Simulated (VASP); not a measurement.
Tb2As2Ir: single point with PBE

Tb2As2Ir:

```xyz
5
Lattice="4.5079 0.0000 0.0000 0.0000 4.5079 0.0000 0.0000 0.0000 6.1895" Properties=species:S:1:pos:R:3 pbc="T T T"
Tb    2.2540    0.0000    3.0947
Tb    0.0000    2.2540    3.0947
As    2.2540    2.2540    4.9689
As    2.2540    2.2540    1.2206
Ir    0.0000    0.0000    0.0000
```

The cell was built from a structure type or drawn by symmetry, and may not be a known phase.

```yaml
Program: VASP 6.6.1
Task: single point
Functional: PBE
Potentials_or_basis: VASP PAW PBE potentials, release 64 (Tb_3, As, Ir), 4f in core
Cutoff: 500 eV
k_mesh: 4 × 4 × 4
Occupations: gaussian, width 0.1 eV
Spin: no spin polarisation
```

| Property | Result |
| --- | --- |
| Pressure | -4.8 GPa |
| Largest force | 0.489 eV/Å |
| Band gap on the k mesh | zero (an odd number of electrons rules out a gap without spin polarisation) |

Forces in eV/Å, atoms in the order of the input:
```
Tb   0.000  0.000  0.000
Tb   0.000  0.000  0.000
As   0.000  0.000  0.489
As   0.000  0.000 -0.489
Ir   0.000  0.000  0.000
```

Stress tensor (GPa, compression positive):
```
 -1.74   0.00   0.00
  0.00  -1.74   0.00
  0.00   0.00 -10.98
```

Levels at points of the mesh, in eV from the Fermi level:
```tsv
k point	band 16	band 17	band 18	band 19	band 20	band 21	band 22	band 23
(0.00, 0.00, 0.00)	-0.99	-0.73	-0.35	-0.23	-0.23	-0.23	2.48	2.57
(0.50, 0.00, 0.00)	-0.95	-0.47	0.39	0.58	1.01	1.37	1.55	2.20
(0.50, 0.50, 0.00)	-0.53	-0.33	-0.33	-0.12	-0.12	0.90	0.90	1.60
(0.00, 0.00, 0.50)	-1.47	-1.15	-0.72	-0.65	-0.52	0.72	0.72	2.69
(0.50, 0.00, 0.50)	-0.62	-0.47	-0.12	0.02	0.03	1.78	1.90	2.43
(0.50, 0.50, 0.50)	-0.52	-0.52	-0.37	-0.34	1.02	1.02	1.09	1.15
```

It took 110 s on 1 thread of Intel(R) Xeon(R) Platinum 8259CL CPU @ 2.50GHz (Skylake/Cascade Lake), with other jobs on the host, peak memory 0.27 GiB.

Caveat: the cell stands under tension; spin-orbit coupling is left out, which moves the levels of the heavy elements; the 4f electrons are frozen in the core, so they carry no moment and show no levels. Spin polarisation is off, so any magnetic state and its effect on volume and gap are missing.
